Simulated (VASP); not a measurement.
# GdO (F-43m) in VASP: notebook, part 3 of 3

VASP 6.6.1. The steps go on from the part before.

**4. Single point, LDA, collinear spin, ferromagnetic start**

This run uses another cell than the first one, of 20.47 Å³/atom.

Input file INCAR:

```
PREC     = Accurate       # precision mode
ENCUT    = 520            # plane-wave cutoff, eV
EDIFF    = 1E-6           # SCF threshold, eV
ISMEAR   = -1             # smearing method
SIGMA    = 0.05           # smearing width, eV
LREAL    = False          # projectors in reciprocal space
LASPH    = True           # aspherical terms in the spheres
NELM     = 150            # most SCF steps
ALGO     = Normal         # electronic algorithm
ISIF     = 2              # what is computed and relaxed
LWAVE    = False          # write WAVECAR
LCHARG   = False          # write CHGCAR
ISPIN    = 2              # spin polarisation
MAGMOM   = 7 0            # initial moments
LORBIT   = 11             # projections on sites
LMAXMIX  = 6              # l up to which the mixer works
GGA      = CA             # functional
NBANDS   = 23             # bands
```

Input file KPOINTS:

```
regular mesh
0
Gamma
  9 9 9
```

Input file POSCAR:

```
GdO
1.0
    0.0000000000      2.7355303903      2.7355303903
    2.7355303903      0.0000000000      2.7355303903
    2.7355303903      2.7355303903      0.0000000000
Gd O
1 1
Direct
    0.0000000000      0.0000000000      0.0000000000
    0.7500000000      0.7500000000      0.7500000000
```

Potentials or basis: VASP PAW PBE potentials, release 64 (Gd, O).

The run is started by

```
$ cat potpaw_PBE.64/Gd/POTCAR potpaw_PBE.64/O/POTCAR > POTCAR
$ mpirun -np 1 vasp_std > vasp.out
```

OUTCAR:

```text
PREC = Accurate
   ENCUT = 520
   EDIFF = 1E-6
   ISMEAR = -1
   LREAL = False
   LASPH = True
   NELM = 150
   ISIF = 2
   ISPIN = 2
   LORBIT = 11
   GGA = CA

 ion  position               nearest neighbor table
   1  0.000  0.000  0.000-   2 2.37   2 2.37   2 2.37   2 2.37
   2  0.750  0.750  0.750-   1 2.37   1 2.37   1 2.37   1 2.37

  LATTYP: Found a face centered cubic cell.
 ALAT       =     5.4710607806

  Lattice vectors:

 A1 = (   0.0000000000,   2.7355303903,   2.7355303903)
[... 1463 lines left out ...]

 VOLUME and BASIS-vectors are now :
 -----------------------------------------------------------------------------
  energy-cutoff  :      520.00
  volume of cell :       40.94
      direct lattice vectors                 reciprocal lattice vectors
     0.000000000  2.735530390  2.735530390    -0.182779911  0.182779911  0.182779911
     2.735530390  0.000000000  2.735530390     0.182779911 -0.182779911  0.182779911
     2.735530390  2.735530390  0.000000000     0.182779911  0.182779911 -0.182779911

 POSITION                                       TOTAL-FORCE (eV/Angst)
 -----------------------------------------------------------------------------------
      0.00000      0.00000      0.00000         0.000000      0.000000      0.000000
      4.10330      4.10330      4.10330        -0.000000     -0.000000     -0.000000
 -----------------------------------------------------------------------------------
    total drift:                                0.000000      0.000000      0.000000

  FREE ENERGIE OF THE ION-ELECTRON SYSTEM (eV)
  ---------------------------------------------------
  free  energy   TOTEN  =       -22.8308687015 eV

  energy  without entropy=      -22.8007363243  energy(sigma->0) =      -22.81580251

 total charge

# of ion       s       p       d       f       tot
--------------------------------------------------
    1        2.026   5.592   0.430   7.162  15.210
    2        1.554   3.383   0.000   0.000   4.937
--------------------------------------------------
tot          3.580   8.975   0.430   7.162  20.147

 magnetization (x)

# of ion       s       p       d       f       tot
--------------------------------------------------
    1       -0.005  -0.052   0.087   6.617   6.647
    2       -0.003  -0.051   0.000   0.000  -0.054
--------------------------------------------------
tot         -0.008  -0.103   0.087   6.617   6.593
```

stdout:

```text
POSCAR found type information on POSCAR GdO
 POSCAR found :  2 types and       2 ions
 scaLAPACK will be used
 -----------------------------------------------------------------------------
|                                                                             |
|                                                                             |
|     You enforced a specific xc type in the INCAR file but a different       |
|     I HOPE YOU KNOW WHAT YOU ARE DOING!                                     |
|                                                                             |
 -----------------------------------------------------------------------------

 LDA part: xc-table for (Slater(with rela. corr.)+CA(PZ))
 , standard interpolation
 POSCAR, INCAR and KPOINTS ok, starting setup
 FFT: planning ... GRIDC
 FFT: planning ... GRID_SOFT
 FFT: planning ... GRID
 WAVECAR not read
 entering main loop
```

It took 1.9 min on 1 thread of Intel Xeon Platinum 8259CL at 2.50GHz (Skylake/Cascade Lake), shared host; peak memory 0.2 GiB.

What came out:

```yaml
Free_energy: -22.8309 eV
Pressure: -10.1 GPa
Net_moment: 6.87 μB per cell
Site_moments: Gd +6.65; O -0.05 μB
Valence_electrons_inside_the_program's_atomic_spheres: Gd 15.21; O 4.94
```

Levels at points of the mesh, in eV from the Fermi level:
Spin up:
```
           k point  band 13  band 14  band 15  band 16  band 17  band 18
(0.00, 0.00, 0.00)    -4.04    -4.04    -4.04    -1.81     2.60     2.60
```
Spin down:
```csv
k point,band 7,band 8,band 9,band 10,band 11,band 12
"(0.00, 0.00, 0.00)",-5.50,-5.50,-1.93,0.47,0.47,0.47
```

Caveat: the cell stands under tension; the PAW data sets were made with another functional, which shifts forces and pressure a little; spin-orbit coupling is left out, which moves the levels of the heavy elements; a cell with one magnetic atom can't hold antiferromagnetic order, which such compounds often take; semilocal functionals describe open f shells poorly, which spoils levels, moments and volumes. The state reached can hang on the start; a lower one may exist.

**5. Single point, r2SCAN, collinear spin, ferromagnetic start**

This run uses another cell than the first one, of 18.50 Å³/atom.

Input file POSCAR:

```
GdO
1.0
    0.0000000000      2.6448824935      2.6448824935
    2.6448824935      0.0000000000      2.6448824935
    2.6448824935      2.6448824935      0.0000000000
Gd O
1 1
Direct
    0.0000000000      0.0000000000      0.0000000000
    0.7500000000      0.7500000000      0.7500000000
```

Input file INCAR.step1:

```
SYSTEM = GdO
PREC     = Accurate       ! precision mode
ENCUT    = 520            ! plane-wave cutoff, eV
ISMEAR   = -1             ! smearing method
SIGMA    = 0.05           ! smearing width, eV
LREAL    = .False.        ! projectors in reciprocal space
LASPH    = .True.         ! aspherical terms in the spheres
NELM     = 150            ! most SCF steps
ISPIN    = 2              ! spin polarisation
MAGMOM   = 7 0            ! initial moments
LMAXMIX  = 6              ! l up to which the mixer works
NBANDS   = 23             ! bands
GGA      = PE             ! functional
ALGO     = Normal         ! electronic algorithm
EDIFF    = 1E-4           ! SCF threshold, eV
LWAVE    = .True.         ! write WAVECAR
LCHARG   = .False.        ! write CHGCAR
```

Input file INCAR.step2:

```
SYSTEM = GdO
PREC     = Accurate       ! precision mode
ENCUT    = 520            ! plane-wave cutoff, eV
EDIFF    = 1E-7           ! SCF threshold, eV
ISMEAR   = -1             ! smearing method
SIGMA    = 0.05           ! smearing width, eV
LREAL    = .False.        ! projectors in reciprocal space
LASPH    = .True.         ! aspherical terms in the spheres
NELM     = 150            ! most SCF steps
ALGO     = Normal         ! electronic algorithm
ISIF     = 2              ! what is computed and relaxed
LWAVE    = .False.        ! write WAVECAR
LCHARG   = .False.        ! write CHGCAR
ISPIN    = 2              ! spin polarisation
MAGMOM   = 7 0            ! initial moments
LORBIT   = 11             ! projections on sites
LMAXMIX  = 6              ! l up to which the mixer works
METAGGA  = R2SCAN         ! meta-GGA
LMIXTAU  = .True.       
NBANDS   = 23             ! bands
ISTART   = 1
```

Input file KPOINTS:

```
Automatic mesh
0
Gamma
  9 9 9
  0 0 0
```

The run is started by

```
$ cat potpaw_PBE.64/Gd/POTCAR potpaw_PBE.64/O/POTCAR > POTCAR
$ cp INCAR.step1 INCAR
$ mpirun -np 1 vasp_std > vasp.out
$ cp INCAR.step2 INCAR
$ mpirun -np 1 vasp_std > vasp.out
```

Wall time 5.5 min (1 thread of Intel Xeon Platinum 8259CL at 2.50GHz (Skylake/Cascade Lake), shared host); peak memory 0.22 GiB.

It converged, with:

- Free energy: -52.8748 eV
- Pressure: 4.7 GPa
- Net moment: 7.94 μB per cell
- Site moments: Gd +6.99; O +0.03 μB
- Valence electrons inside the program's atomic spheres: Gd 15.22; O 5.06

Levels at points of the mesh, in eV from the Fermi level:
Spin up:
| k point | band 14 | band 15 | band 16 | band 17 | band 18 | band 19 |
| --- | --- | --- | --- | --- | --- | --- |
| (0.00, 0.00, 0.00) | -5.49 | -5.49 | -2.39 | 2.87 | 2.87 | 4.88 |
Spin down:
| k point | band 5 | band 6 | band 7 | band 8 | band 9 | band 10 | band 11 | band 12 |
| --- | --- | --- | --- | --- | --- | --- | --- | --- |
| (0.00, 0.00, 0.00) | -20.78 | -6.06 | -6.06 | -6.06 | -0.88 | 1.30 | 1.30 | 1.30 |

Caveat: the cell stands under pressure; the PAW data sets were made with another functional, which shifts forces and pressure a little; spin-orbit coupling is left out, which moves the levels of the heavy elements; a cell with one magnetic atom can't hold antiferromagnetic order, which such compounds often take; semilocal functionals describe open f shells poorly, which spoils levels, moments and volumes. The state reached can hang on the start; a lower one may exist.

**6. Overview**

| level | cell | gap on the mesh (eV) | pressure (GPa) | moment (μB) |
| --- | --- | --- | --- | --- |
| LDA | a = 3.844 Å, angles 60.0°, 2 atoms | none | -8.9 | 6.86 |
| LDA | a = 3.793 Å, angles 60.0°, 2 atoms | none | -5.7 | 6.85 |
| LDA | a = 3.869 Å, angles 60.0°, 2 atoms | none | -10.1 | 6.87 |
| r2SCAN | a = 3.740 Å, angles 60.0°, 2 atoms | none | 4.7 | 7.94 |

Alike in all rows: task single point; potentials or basis VASP PAW PBE potentials, release 64 (Gd, O); spin collinear, ferromagnetic start; k mesh 9 × 9 × 9; cutoff (eV) 520; smearing fermi-dirac 0.05 eV.

Caveats: the PAW data sets were made with another functional, which shifts forces and pressure a little; spin-orbit coupling is left out, which moves the levels of the heavy elements; a cell with one magnetic atom can't hold antiferromagnetic order, which such compounds often take; semilocal functionals describe open f shells poorly, which spoils levels, moments and volumes; the cell stands under tension (at least some runs); the cell stands under pressure (at least some runs).

Total energies depend on the potentials used, so only differences within one code and one set of settings carry meaning.
